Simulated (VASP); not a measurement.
Input of a VASP 6.6.1 run:

File INCAR:

```
ALGO = Normal
DIPOL = 0.5 0.5 0.294
EDIFF = 1E-6
ENCUT = 520
GGA = PE
IDIPOL = 3
ISIF = 2
ISMEAR = 0
LASPH = True
LCHARG = True
LDIPOL = True
LELF = True
LREAL = False
LVACPOTAV = True
LVHAR = True
LWAVE = False
NBANDS = 9
NELM = 100
PREC = Accurate
SIGMA = 0.1
```

The input KPOINTS:

```
k-points
0
Gamma
  12 12 1
```

File POSCAR:

```
Mg
1.0
    5.2419024459     -0.0000003886      0.0000000000
   -2.6209508864      4.5396208766      0.0000000000
    0.0000000000      0.0000000000     23.8000000000
Mg
2
Direct
    0.6666666667      0.3333333333      0.2941176471
    0.3333333333      0.6666666667      0.2941176471
```

Potentials or basis: VASP PAW PBE potentials, release 64 (Mg).

Launch:

```bash
$ cat potpaw_PBE.64/Mg/POTCAR > POTCAR
$ mpirun -np 1 vasp_std > vasp.out
```

What does it give for the band gap on the k mesh?

Zero (band 2 reaches -2.37 eV, above the bottom of band 3 at -2.97 eV).
